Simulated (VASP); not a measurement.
# AlN (P6_3mc) in VASP: notebook

AlN is run at these levels: PBEsol; tasks: vibrations by perturbation theory.

Program: VASP 6.6.1. These are calculated values, not measurements. Logs are shortened: lines on timing, memory, paths and dates and some standing lists are left out, and cuts for length are marked.

## Step 1: The cell of the first run

It takes space group P6_3mc (No. 186, hexagonal). The conventional cell has a = 3.052 Å, b = 3.052 Å, c = 4.857 Å, α = 90.00°, β = 90.00°, γ = 120.00°. Within 2.5 Å of Al (site symmetry 3m) lie 4 N at 1.85 to 1.86 Å. Within 2.5 Å of N (site symmetry 3m) lie 4 Al at 1.85 to 1.86 Å.

## Step 2: Vibrations by perturbation theory, PBEsol

INCAR

```
SYSTEM = AlN
PREC = Accurate
ENCUT = 520
EDIFF = 1E-8
ISMEAR = 0
SIGMA = 0.01
LREAL = .False.
LASPH = .True.
NELM = 80
ALGO = Normal
ISIF = 2
LWAVE = .False.
LCHARG = .False.
GGA = PS
IBRION = 8
NSW = 1
```

KPOINTS

```
regular mesh
0
Gamma
  8 8 6
  0 0 0
```

POSCAR

```
AlN
1.0
    3.0517280036      0.0000000000      0.0000000000
   -1.5258640018      2.6428739766      0.0000000000
    0.0000000000      0.0000000000      4.8566957185
Al N
2 2
Direct
    0.3333333333      0.6666666667     -0.0018248881
    0.6666666667      0.3333333333      0.4981751119
    0.3333333333      0.6666666667      0.3818248881
    0.6666666667      0.3333333333      0.8818248881
```

Potentials or basis: VASP PAW PBE potentials, release 64 (Al, N).

Command:

```bash
cat potpaw_PBE.64/Al/POTCAR potpaw_PBE.64/N/POTCAR > POTCAR
mpirun -np 1 vasp_std > vasp.out
```

OUTCAR:

```text
SYSTEM = AlN
   PREC = Accurate
   ENCUT = 520
   EDIFF = 1E-8
   ISMEAR = 0
   LREAL = .False.
   LASPH = .True.
   NELM = 80
   ISIF = 2
   GGA = PS
   IBRION = 8
   NSW = 1

 ion  position               nearest neighbor table
   1  0.333  0.667  0.998-   4 1.85   4 1.85   4 1.85   3 1.86   2 3.00   2 3.00   2 3.00   2 3.00
                             2 3.00   2 3.00
   2  0.667  0.333  0.498-   3 1.85   3 1.85   3 1.85   4 1.86   1 3.00   1 3.00   1 3.00   1 3.00
                             1 3.00   1 3.00
   3  0.333  0.667  0.382-   2 1.85   2 1.85   2 1.85   1 1.86
   4  0.667  0.333  0.882-   1 1.85   1 1.85   1 1.85   2 1.86

  LATTYP: Found a hexagonal cell.
 ALAT       =     3.0517280036
 C/A-ratio  =     1.5914575980

  Lattice vectors:

 A1 = (   3.0517280036,   0.0000000000,   0.0000000000)
 A2 = (  -1.5258640018,   2.6428739766,   0.0000000000)
 A3 = (   0.0000000000,   0.0000000000,   4.8566957185)

Analysis of symmetry for initial positions (statically):
=====================================================================
 Subroutine PRICEL returns:
 Original cell was already a primitive cell.

 Routine SETGRP: Setting up the symmetry group for a
 hexagonal supercell.

 Subroutine GETGRP returns: Found 12 space group operations
 (whereof  6 operations were pure point group operations)
 out of a pool of 24 trial point group operations.

The static configuration has the point symmetry C_3v.
 The point group associated with its full space group is C_6v.

Analysis of symmetry for dynamics (positions and initial velocities):
=====================================================================
 Subroutine PRICEL returns:
 Original cell was already a primitive cell.

 Routine SETGRP: Setting up the symmetry group for a
 hexagonal supercell.

 Subroutine GETGRP returns: Found 12 space group operations
 (whereof  6 operations were pure point group operations)
 out of a pool of 24 trial point group operations.

The dynamic configuration has the point symmetry C_3v.
 The point group associated with its full space group is C_6v.

 Subroutine INISYM returns: Found 12 space group operations
 (whereof  6 operations are pure point group operations),
 and found     1 'primitive' translations

----------------------------------------------------------------------------------------

                                     Primitive cell

  volume of cell :      39.1709

  direct lattice vectors                    reciprocal lattice vectors
     3.051728004  0.000000000  0.000000000     0.327683201  0.189187984  0.000000000
    -1.525864002  2.642873977  0.000000000     0.000000000  0.378375968  0.000000000
     0.000000000  0.000000000  4.856695719     0.000000000  0.000000000  0.205901308

  length of vectors
     3.051728004  3.051728004  4.856695719     0.378375968  0.378375968  0.205901308

  position of ions in fractional coordinates (direct lattice)
     0.333333333  0.666666667  0.998175112
     0.666666667  0.333333333  0.498175112
     0.333333333  0.666666667  0.381824888
     0.666666667  0.333333333  0.881824888

  ion indices of the primitive-cell ions
   primitive index   ion index
                 1           1
                 2           2
                 3           3
                 4           4

----------------------------------------------------------------------------------------

 KPOINTS: regular mesh

Automatic generation of k-mesh.
 Grid dimensions read from file:
 generate k-points for:    8    8    6

 Generating k-lattice:

  Cartesian coordinates                     Fractional coordinates (reciprocal lattice)
     0.040960400  0.023648498  0.000000000     0.125000000  0.000000000  0.000000000
     0.000000000  0.047296996  0.000000000     0.000000000  0.125000000  0.000000000
     0.000000000  0.000000000  0.034316885     0.000000000  0.000000000  0.166666667

  Length of vectors
     0.047296996  0.047296996  0.034316885

  Shift w.r.t. Gamma in fractional coordinates (k-lattice)
     0.000000000  0.000000000  0.000000000

 Subroutine IBZKPT returns following result:
[... 77 lines left out ...]
   IVDW    =     0    specifies the selected vdW correction
   LEPSILON=     F    determine dielectric tensor
   LRPA    =     F    only Hartree local field effects (RPA)
 non-spin polarized calculation
 Gauss-broadening in eV      SIGMA  =   0.01
  energy-cutoff  :      520.00
  volume of cell :       39.17
 maximum number of plane-waves:      1087
 NGX is ok and might be reduce to    24
   NGX = 11   NGY = 11   NGZ = 19

--------------------------------------- Ionic step        1  -------------------------------------------

 number of electron      16.0000000 magnetization

 Free energy of the ion-electron system (eV)
  ---------------------------------------------------
  ext. energy  EPLUGINS =         0.00000000
  ---------------------------------------------------
  free energy    TOTEN  =       -31.19156372 eV

  energy without entropy =      -31.19156372  energy(sigma->0) =      -31.19156372

 E-fermi :   6.8309     XC(G=0): -11.3908

 val. band max:        6.7510228207   @ k =   0.0000   0.0000   0.0000
 cond. band min:      11.4094821053   @ k =   0.0000   0.0000   0.0000
 fundamental gap:      4.6584592846
 Fermi energy:         6.8308691829

 k-point     1 :       0.0000    0.0000    0.0000
  band No.  band energies     occupation
      1      -8.8688      2.00000
      2      -6.4498      2.00000
      3       0.3698      2.00000
      4       5.7599      2.00000
      5       5.7599      2.00000
      6       6.4453      2.00000
      7       6.4453      2.00000
      8       6.7510      2.00000
      9      11.4095      0.00000
     10      13.7821      0.00000
     11      17.7843      0.00000
     12      18.1399      0.00000
[... 331 lines left out ...]
 k-point    24 :       0.3750   -0.0000    0.3333
  band No.  band energies     occupation
      1      -6.9117      2.00000
      2      -6.2215      2.00000
      3       1.1264      2.00000
      4       1.8340      2.00000
      5       4.1621      2.00000
      6       4.9224      2.00000
      7       5.6361      2.00000
      8       5.7267      2.00000
      9      12.1376      0.00000
     10      13.0259      0.00000
     11      16.0591      0.00000
     12      17.0415      0.00000

 [... further k-points ...]
[... 5 lines left out ...]
  --------------------------------------------------------------------------------------
  -------------------------------------------------------------------------------------
  Total        3.6905883      3.6905883      3.6922061      0.0000000     -0.0000000      0.0000000
  in kB      150.9534381    150.9534382    151.0196114      0.0000000     -0.0000000      0.0000000
  external PRESSURE =     150.9754959 kB  Pullay stress =       0.0000000 kB

 VOLUME and BASIS-vectors are now :
 -----------------------------------------------------------------------------
  energy-cutoff  :      520.00
  volume of cell :       39.17
      direct lattice vectors                 reciprocal lattice vectors
     3.051728004  0.000000000  0.000000000     0.327683201  0.189187984  0.000000000
    -1.525864002  2.642873977  0.000000000     0.000000000  0.378375968  0.000000000
     0.000000000  0.000000000  4.856695719     0.000000000  0.000000000  0.205901308

 POSITION                                       TOTAL-FORCE (eV/Angst)
 -----------------------------------------------------------------------------------
     -0.00000      1.76192      4.84783        -0.000000      0.000000     -0.000785
      1.52586      0.88096      2.41948        -0.000000     -0.000000     -0.000785
     -0.00000      1.76192      1.85441         0.000000      0.000000      0.000785
      1.52586      0.88096      4.28276        -0.000000      0.000000      0.000785
 -----------------------------------------------------------------------------------
    total drift:                                0.000000      0.000000     -0.000045

  FREE ENERGIE OF THE ION-ELECTRON SYSTEM (eV)
  ---------------------------------------------------
  free  energy   TOTEN  =       -31.1915637212 eV

  energy  without entropy=      -31.1915637212  energy(sigma->0) =      -31.19156372

[... ionic steps 2 to 9 ...]

--------------------------------------- Ionic step       10  -------------------------------------------

------------------------ aborting loop because EDIFF is reached ----------------------------------------

[... ionic steps 11 to 11 ...]

--------------------------------------- Ionic step       12  -------------------------------------------

 Free energy of the ion-electron system (eV)
  ---------------------------------------------------
  ---------------------------------------------------
  free energy    TOTEN  =        -0.25531696 eV

  energy without entropy =       -0.25531696

------------------------ aborting loop because EDIFF is reached ----------------------------------------

 INTERNAL STRAIN TENSOR  FOR ION    3  DIRECTION 3   (eV/Angst):
 -----------------------------------------------------------------------------
     7.71265  0.00000  0.00000
    -0.00000  7.71265  0.00000
     0.00000 -0.00000-17.16263

 INTERNAL STRAIN TENSOR FOR ION    4 for displacements in x,y,z  (eV/Angst):
          X           Y           Z          XY          YZ          ZX
  --------------------------------------------------------------------------------
  x     0.00000     0.00000     0.00000    14.21386    -0.00000     7.30835
  y    14.21386   -14.21386     0.00000    -0.00000     7.29054     0.00000
  z     7.71265     7.71265   -17.16263     0.00000    -0.00000     0.00000

 SECOND DERIVATIVES (NOT SYMMETRIZED)
 ------------------------------------
               1X          1Y          1Z          2X          2Y          2Z          3X          3Y          3Z          4X          4Y          4Z
  1X   -18.987082    0.000000    0.000000    0.765418    0.000000    0.000000    1.295330    0.000000   -0.000000   16.926334    0.000000    0.000000
  1Y    -0.000000  -18.987082    0.000000   -0.000000    0.765418    0.000000    0.000000    1.295330    0.000000    0.000000   16.926334    0.000000
  1Z     0.000000    0.000000  -23.957799    0.000000    0.000000    9.014565    0.000000    0.000000    8.628786    0.000000   -0.000000    6.314449
  2X     0.765418    0.000000    0.000000  -18.987082    0.000000   -0.000000   16.926334    0.000000    0.000000    1.295330   -0.000000    0.000000
  2Y     0.000000    0.765418   -0.000000   -0.000000  -18.987082    0.000000    0.000000   16.926334    0.000000    0.000000    1.295330    0.000000
  2Z     0.000000   -0.000000    9.014565    0.000000    0.000000  -23.957799    0.000000    0.000000    6.314449    0.000000    0.000000    8.628786
  3X     1.295841    0.000000   -0.000000   16.927347   -0.000000    0.000000  -19.085344   -0.000000    0.000000    0.862156    0.000000    0.000000
  3Y     0.000000    1.295841    0.000000    0.000000   16.927347    0.000000    0.000000  -19.085344    0.000000    0.000000    0.862156    0.000000
  3Z    -0.000000    0.000000    8.600321   -0.000000   -0.000000    6.343855   -0.000000    0.000000  -22.690431    0.000000    0.000000    7.746255
  4X    16.927347   -0.000000    0.000000    1.295841    0.000000    0.000000    0.862156    0.000000    0.000000  -19.085344   -0.000000    0.000000
  4Y     0.000000   16.927347   -0.000000    0.000000    1.295841   -0.000000    0.000000    0.862156    0.000000    0.000000  -19.085344    0.000000
  4Z     0.000000    0.000000    6.343855    0.000000    0.000000    8.600321    0.000000   -0.000000    7.746255    0.000000    0.000000  -22.690431

 Eigenvectors and eigenvalues of the dynamical matrix
 ----------------------------------------------------

   1 f  =   23.125689 THz   145.302990 2PiTHz  771.389959 cm-1    95.640123 meV
             X         Y         Z           dx          dy          dz
     -0.000000  1.761916  4.847833    -0.000000   -0.000000    0.085429
      1.525864  0.880958  2.419485    -0.000000   -0.000000   -0.085429
     -0.000000  1.761916  1.854407     0.000000    0.000000   -0.701927
      1.525864  0.880958  4.282755     0.000000    0.000000    0.701927
[... 71 lines left out ...]
  12 f/i=    0.000436 THz     0.002739 2PiTHz    0.014542 cm-1     0.001803 meV
             X         Y         Z           dx          dy          dz
     -0.000000  1.761916  4.847833    -0.569753   -0.067621    0.000000
      1.525864  0.880958  2.419485    -0.569753   -0.067621    0.000000
     -0.000000  1.761916  1.854407    -0.410411   -0.048709    0.000000
      1.525864  0.880958  4.282755    -0.410411   -0.048709    0.000000

--------------------------------------------------------------------------------------------------------

 ELASTIC MODULI CONTR FROM IONIC RELAXATION (kBar)
 Direction    XX          YY          ZZ          XY          YZ          ZX
 --------------------------------------------------------------------------------
 XX       -1165.2874    512.7333    725.9850     -0.0000     -0.0000     -0.0000
 YY         512.7333  -1165.2874    725.9850      0.0000      0.0000      0.0000
 ZZ         725.9850    725.9850  -1615.3578      0.0000     -0.0000      0.0000
 XY          -0.0000      0.0000      0.0000   -839.0103      0.0000      0.0000
 YZ           0.0000      0.0000     -0.0000      0.0000   -222.9708      0.0000
 ZX          -0.0000      0.0000      0.0000      0.0000      0.0000   -235.1957
 --------------------------------------------------------------------------------
```

It took 1.7 min on 1 thread of Intel Xeon 6975P-C (Granite Rapids), shared host; peak memory 0.32 GiB.

What came out:

| Item | Value |
| --- | --- |
| Highest phonon frequency at Γ, LO-TO splitting left out | 771 cm⁻¹ |

Phonon frequencies in cm⁻¹ (negative: imaginary):
| q point | frequencies |
| --- | --- |
| (0.000, 0.000, 0.000) | 0 0 0 235 235 573 664 729 729 733 733 771 |

Caveat: the cell wasn't relaxed at this level first, which shifts response properties; the PAW data sets were made with another functional, which shifts forces and pressure a little.

(Part 1 of 4 ends here.)
